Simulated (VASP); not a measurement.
# Ta2Ru (Fddd) in VASP: single point with PBE

Aim: the single point of Ta2Ru with PBE.

Program: VASP 6.6.1. These are calculated values, not measurements. Logs are shortened: lines on timing, memory, paths and dates and some standing lists are left out, and cuts for length are marked.

## 1. The cell of the first run

The structure is orthorhombic, space group Fddd (No. 70). Conventional cell: a = 5.510 Å, b = 8.192 Å, c = 9.032 Å, α = 90.00°, β = 90.00°, γ = 90.00°. Ta (site symmetry 2) has 5 Ru at 2.66 to 3.11 Å and 9 Ta at 2.77 to 3.35 Å within 3.5 Å. Ru (site symmetry 222) has 10 Ta at 2.66 to 3.11 Å and 4 Ru at 3.35 Å within 3.5 Å.

## 2. Single point, PBE

Input file INCAR:

```
SYSTEM = Ta2Ru
  PREC = Accurate
  ENCUT = 520
  EDIFF = 1E-6
  ISMEAR = 0
  SIGMA = 0.1
  LREAL = .False.
  LASPH = .True.
  NELM = 100
  ALGO = Fast
  ISIF = 2
  LWAVE = .False.
  LCHARG = .True.
  GGA = PE
  LELF = .True.
  LVHAR = .True.
  NBANDS = 45
```

Input file KPOINTS:

```
regular mesh
0
Gamma
  10 10 10
  0 0 0
```

Input file POSCAR:

```
Ta2Ru
1.0
    0.0000000000      4.0962111217      4.5160553738
    2.7547959052      0.0000000000      4.5160553738
    2.7547959052      4.0962111217      0.0000000000
Ta Ru
4 2
Direct
    0.0747561994      0.4252438006      0.0747561994
    0.4252438006      0.0747561994      0.4252438006
    0.1752438006      0.8247561994      0.1752438006
    0.8247561994      0.1752438006      0.8247561994
    0.7500000000      0.7500000000      0.7500000000
    0.5000000000      0.5000000000      0.5000000000
```

Potentials or basis: VASP PAW PBE potentials, release 64 (Ta_pv, Ru_pv).

Started as:

```sh
cat potpaw_PBE.64/Ta_pv/POTCAR potpaw_PBE.64/Ru_pv/POTCAR > POTCAR
mpirun -np 1 vasp_std > vasp.out
```

OUTCAR:

```text
SYSTEM = Ta2Ru
   PREC = Accurate
   ENCUT = 520
   EDIFF = 1E-6
   ISMEAR = 0
   LREAL = .False.
   LASPH = .True.
   NELM = 100
   ISIF = 2
   GGA = PE

 ion  position               nearest neighbor table
   1  0.075  0.425  0.075-   5 2.66   6 2.71   6 2.71   3 2.77   3 2.77   2 2.87   2 3.01   2 3.01
                             5 3.11   5 3.11   4 3.35   4 3.35   4 3.35   4 3.35
   2  0.425  0.075  0.425-   5 2.66   6 2.71   6 2.71   4 2.77   4 2.77   1 2.87   1 3.01   1 3.01
                             5 3.11   5 3.11   3 3.35   3 3.35   3 3.35   3 3.35
   3  0.175  0.825  0.175-   6 2.66   5 2.71   5 2.71   1 2.77   1 2.77   4 2.87   4 3.01   4 3.01
                             6 3.11   6 3.11   2 3.35   2 3.35   2 3.35   2 3.35
   4  0.825  0.175  0.825-   6 2.66   5 2.71   5 2.71   2 2.77   2 2.77   3 2.87   3 3.01   3 3.01
                             6 3.11   6 3.11   1 3.35   1 3.35   1 3.35   1 3.35
   5  0.750  0.750  0.750-   1 2.66   2 2.66   4 2.71   3 2.71   4 2.71   3 2.71   2 3.11   2 3.11
                             1 3.11   1 3.11   6 3.35   6 3.35   6 3.35   6 3.35
   6  0.500  0.500  0.500-   3 2.66   4 2.66   1 2.71   2 2.71   1 2.71   2 2.71   3 3.11   3 3.11
                             4 3.11   4 3.11   5 3.35   5 3.35   5 3.35   5 3.35

  LATTYP: Found a face centered orthorhombic cell.
 ALAT       =     5.5095918104
 B/A-ratio  =     1.4869381481
 C/A-ratio  =     1.6393429964

  Lattice vectors:

 A1 = (   0.0000000000,   4.0962111217,   4.5160553738)
 A2 = (   2.7547959052,   0.0000000000,   4.5160553738)
 A3 = (   2.7547959052,   4.0962111217,   0.0000000000)

Analysis of symmetry for initial positions (statically):
=====================================================================
 Subroutine PRICEL returns:
 Original cell was already a primitive cell.

 Routine SETGRP: Setting up the symmetry group for a
 face centered orthorhombic supercell.

 Subroutine GETGRP returns: Found  8 space group operations
 (whereof  4 operations were pure point group operations)
 out of a pool of  8 trial point group operations.

The static configuration has the point symmetry D_2 .
 The point group associated with its full space group is D_2h.

Analysis of symmetry for dynamics (positions and initial velocities):
=====================================================================
 Subroutine PRICEL returns:
 Original cell was already a primitive cell.

 Routine SETGRP: Setting up the symmetry group for a
 face centered orthorhombic supercell.

 Subroutine GETGRP returns: Found  8 space group operations
 (whereof  4 operations were pure point group operations)
 out of a pool of  8 trial point group operations.

The dynamic configuration has the point symmetry D_2 .
 The point group associated with its full space group is D_2h.

 Subroutine INISYM returns: Found  8 space group operations
 (whereof  4 operations are pure point group operations),
 and found     1 'primitive' translations

----------------------------------------------------------------------------------------

                                     Primitive cell

  volume of cell :     101.9204

  direct lattice vectors                    reciprocal lattice vectors
     0.000000000  4.096211122  4.516055374    -0.181501649  0.122064021  0.110716092
     2.754795905  0.000000000  4.516055374     0.181501649 -0.122064021  0.110716092
     2.754795905  4.096211122  0.000000000     0.181501649  0.122064021 -0.110716092

  length of vectors
     6.097024003  5.289958092  4.936379851     0.245154088  0.245154088  0.245154088

  position of ions in fractional coordinates (direct lattice)
     0.074756199  0.425243801  0.074756199
     0.425243801  0.074756199  0.425243801
     0.175243801  0.824756199  0.175243801
     0.824756199  0.175243801  0.824756199
     0.750000000  0.750000000  0.750000000
     0.500000000  0.500000000  0.500000000

  ion indices of the primitive-cell ions
   primitive index   ion index
                 1           1
                 2           2
                 3           3
                 4           4
                 5           5
                 6           6

----------------------------------------------------------------------------------------

 KPOINTS: regular mesh

Automatic generation of k-mesh.
 Grid dimensions read from file:
 generate k-points for:   10   10   10

 Generating k-lattice:

  Cartesian coordinates                     Fractional coordinates (reciprocal lattice)
    -0.018150165  0.012206402  0.011071609     0.100000000  0.000000000  0.000000000
     0.018150165 -0.012206402  0.011071609     0.000000000  0.100000000 -0.000000000
     0.018150165  0.012206402 -0.011071609     0.000000000 -0.000000000  0.100000000

  Length of vectors
     0.024515409  0.024515409  0.024515409

  Shift w.r.t. Gamma in fractional coordinates (k-lattice)
     0.000000000  0.000000000  0.000000000

 Subroutine IBZKPT returns following result:
 ===========================================

 Found    171 irreducible k-points:

 Following reciprocal coordinates:
            Coordinates               Weight
  0.000000  0.000000  0.000000      1.000000
  0.100000 -0.000000 -0.000000      8.000000
  0.200000 -0.000000 -0.000000      8.000000
  0.300000 -0.000000  0.000000      8.000000
  0.400000 -0.000000 -0.000000      8.000000
  0.500000 -0.000000 -0.000000      4.000000
[... 16 lines left out ...]
  0.300000  0.300000  0.000000      2.000000
  0.400000  0.300000 -0.000000      8.000000
 [... further k-points ...]
   k-points           NKPTS =    171   k-points in BZ     NKDIM =    171   number of bands    NBANDS=     45
   number of dos      NEDOS =    301   number of ions     NIONS =      6
   total plane-waves  NPLWV =  76800
   dimension x,y,z NGX =    48 NGY =   40 NGZ =   40
   dimension x,y,z NGXF=    96 NGYF=   80 NGZF=   80
   ions per type =               4   2
   NGX,Y,Z   is equivalent  to a cutoff of  13.09, 12.57, 13.47 a.u.
   NGXF,Y,Z  is equivalent  to a cutoff of  26.18, 25.14, 26.94 a.u.
 SYSTEM =  Ta2Ru
   PREC   = accura    normal or accurate (medium, high low for compatibility)
   ISTART =      0    job   : 0-new  1-cont  2-samecut
   ICHARG =      2    charge: 1-file 2-atom 10-const
   ISPIN  =      1    spin polarized calculation?
   LNONCOLLINEAR =      F non collinear calculations
   LSORBIT =      F    spin-orbit coupling
   LASPH  =      T    aspherical Exc in radial PAW
   ENCUT  =  520.0 eV  38.22 Ry    6.18 a.u.  11.34  9.84  9.18*2*pi/ulx,y,z
   NELM   =    100;   NELMIN=  2; NELMDL= -5     # of ELM steps
   EDIFF  = 0.1E-05   stopping-criterion for ELM
   LREAL  =      F    real-space projection
   EDIFFG = 0.1E-04   stopping-criterion for IOM
   NSW    =      0    number of steps for IOM
   IBRION =     -1    ionic relax: 0-MD 1-quasi-New 2-CG
   NFREE  =      0    steps in history (QN), initial steepest desc. (CG)
   ISIF   =      2    stress and relaxation
   ISYM   =      2    0-nonsym 1-usesym 2-fastsym
   POTIM  = 0.5000    time-step for ionic-motion
   TEBEG  =    0.0;   TEEND  =   0.0 temperature during run
   PSTRESS=    0.0 pullay stress
   NELECT =      72.0000    total number of electrons
   NUPDOWN=      -1.0000    fix difference up-down
   EMIN   =  10.00;   EMAX   =-10.00  energy-range for DOS
   EFERMI =   0.00;   METHOD = LEGACY
   ISMEAR =     0;   SIGMA  =   0.10  broadening in eV -4-tet -1-fermi 0-gaus
   EFERMI_NEDOS =   21; number of points for ismear=-14 and -15
   IALGO  =     68    algorithm
   IMIX   =      4    mixing-type and parameters
     AMIX     =   0.40;   BMIX     =  1.00
     AMIX_MAG =   1.60;   BMIX_MAG =  1.00
  volume/ion in A,a.u.               =      16.99       114.63
  Fermi-wavevector in a.u.,A,eV,Ry     =   1.458026  2.755270 28.923814  2.125840
  Thomas-Fermi vector in A             =   2.574759
   LORBIT       =      0    0 simple, 1 ext, 2 COOP (PROOUT), +10 PAW based schemes
   GGA     = PE    functional components
   LHFCALC =     F    Hartree Fock is set to
   AEXX    =    0.0000 exact exchange contribution
   IVDW    =     0    specifies the selected vdW correction
   LEPSILON=     F    determine dielectric tensor
   LRPA    =     F    only Hartree local field effects (RPA)
 non-spin polarized calculation
 RMM-DIIS sequential band-by-band and
 Gauss-broadening in eV      SIGMA  =   0.10
  energy-cutoff  :      520.00
  volume of cell :      101.92
 maximum number of plane-waves:      2786
 NGX is ok and might be reduce to    48
   NGX = 23   NGY = 19   NGZ = 19

 number of electron      71.9999998 magnetization

 Free energy of the ion-electron system (eV)
  ---------------------------------------------------
  ext. energy  EPLUGINS =         0.00000000
  ---------------------------------------------------
  free energy    TOTEN  =       -66.38933487 eV

  energy without entropy =      -66.37335761  energy(sigma->0) =      -66.38134624

 E-fermi :   7.5343     XC(G=0): -12.8694

 val. band max:        7.5300862152   @ k =  -0.3000   0.1000   0.1000
 cond. band min:       7.5394367565   @ k =  -0.2000   0.2000   0.1000
 fundamental gap:      0.0093505413
 Fermi energy:         7.5343336009

 k-point     1 :       0.0000    0.0000    0.0000
  band No.  band energies     occupation
      1     -35.1852      2.00000
      2     -35.1440      2.00000
      3     -35.0979      2.00000
      4     -35.0447      2.00000
      5     -35.0429      2.00000
      6     -35.0338      2.00000
[... 37 lines left out ...]
     44       9.9758      0.00000
     45      10.5608      0.00000

 k-point     2 :       0.1000   -0.0000   -0.0000
  band No.  band energies     occupation
      1     -35.1848      2.00000
      2     -35.1451      2.00000
      3     -35.0960      2.00000
      4     -35.0471      2.00000
      5     -35.0403      2.00000
      6     -35.0334      2.00000
[... 37 lines left out ...]
     44      10.0005      0.00000
     45      10.6967      0.00000

 k-point     3 :       0.2000   -0.0000   -0.0000
  band No.  band energies     occupation
      1     -35.1834      2.00000
      2     -35.1479      2.00000
      3     -35.0914      2.00000
      4     -35.0494      2.00000
      5     -35.0373      2.00000
      6     -35.0323      2.00000
[... 997 lines left out ...]
     44      10.2318      0.00000
     45      10.3809      0.00000

 k-point    24 :       0.4000    0.3000   -0.0000
  band No.  band energies     occupation
      1     -35.1767      2.00000
      2     -35.1582      2.00000
      3     -35.0724      2.00000
      4     -35.0485      2.00000
      5     -35.0342      2.00000
      6     -35.0302      2.00000
[... 37 lines left out ...]
     44      10.3112      0.00000
     45      10.7190      0.00000

 [... further k-points ...]
[... 5 lines left out ...]
  --------------------------------------------------------------------------------------
  -------------------------------------------------------------------------------------
  Total        0.0424515      0.0604882      0.0419515      0.0000000      0.0000000      0.0000000
  in kB        0.6673330      0.9508686      0.6594724      0.0000000      0.0000000      0.0000000
  external PRESSURE =       0.7592247 kB  Pullay stress =       0.0000000 kB

 VOLUME and BASIS-vectors are now :
 -----------------------------------------------------------------------------
  energy-cutoff  :      520.00
  volume of cell :      101.92
      direct lattice vectors                 reciprocal lattice vectors
     0.000000000  4.096211122  4.516055374    -0.181501649  0.122064021  0.110716092
     2.754795905  0.000000000  4.516055374     0.181501649 -0.122064021  0.110716092
     2.754795905  4.096211122  0.000000000     0.181501649  0.122064021 -0.110716092

 POSITION                                       TOTAL-FORCE (eV/Angst)
 -----------------------------------------------------------------------------------
      1.37740      0.61243      2.25803         0.000000      0.004898     -0.000000
      1.37740      3.48378      2.25803         0.000000     -0.004898     -0.000000
      2.75480      1.43567      4.51606        -0.000000     -0.004898     -0.000000
      2.75480      6.75675      4.51606        -0.000000      0.004898     -0.000000
      4.13219      6.14432      6.77408         0.000000     -0.000000      0.000000
      2.75480      4.09621      4.51606         0.000000     -0.000000      0.000000
 -----------------------------------------------------------------------------------
    total drift:                               -0.000000     -0.000000     -0.000000

  FREE ENERGIE OF THE ION-ELECTRON SYSTEM (eV)
  ---------------------------------------------------
  free  energy   TOTEN  =       -66.3893348676 eV

  energy  without entropy=      -66.3733576088  energy(sigma->0) =      -66.38134624
```

It took 38 min on 1 thread of Intel Xeon 8259CL, shared host; peak memory 0.68 GiB.

What came out:

| Quantity | Value |
| --- | --- |
| Free energy | -66.3893 eV |
| Pressure | 0.1 GPa |
| Largest force | 0.005 eV/Å |
| Band gap on the k mesh | zero (bands 36 and 37 overlap by 0.71 eV) |

Forces in eV/Å, atoms in the order of the input:
```
Ta   0.000  0.005  0.000
Ta   0.000 -0.005  0.000
Ta   0.000 -0.005  0.000
Ta   0.000  0.005  0.000
Ru   0.000  0.000  0.000
Ru   0.000  0.000  0.000
```

Caveat: spin-orbit coupling is left out, which moves the levels of the heavy elements.
